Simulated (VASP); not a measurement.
GaSb:

```
CELL_PARAMETERS angstrom
-2.77167 2.77167 1.60124
2.77167 -2.77167 1.60124
2.77167 2.77167 -1.60124
ATOMIC_POSITIONS crystal
Sb 0.00000 0.00000 0.00000
Ga 0.75000 0.25000 0.50000
```

This cell differs from its parent crystal: volume scaled by 1.02.

Base run:

* Program: VASP 6.6.1
* Functional: PBE
* Potentials or basis: VASP PAW PBE potentials, release 64 (Sb, Ga_d)
* Cutoff: 520 eV
* k mesh: 10 × 10 × 10
* Occupations: fermi-dirac, width 0.05 eV
* Spin: no spin polarisation

Its results: band gap on the k mesh zero (band 9 reaches 8.13 eV, above the bottom of band 10 at 3.70 eV); pressure -0.8 GPa.

Question: The run is repeated on the same cell with these changes: functional from PBE to r2SCAN; further incar settings from ALGO = Normal; EDIFF = 1e-07; NBANDS = 16 to ALGO = Normal; EDIFF = 1e-06; NBANDS = 16. What comes out?

Answer: Band gap on the k mesh zero (band 9 reaches 8.07 eV, above the bottom of band 10 at 3.46 eV); pressure -2.4 GPa.

Caveats: spin-orbit coupling is left out, which moves the levels of the heavy elements; the PAW data sets were made with another functional, which shifts forces and pressure a little (some runs).
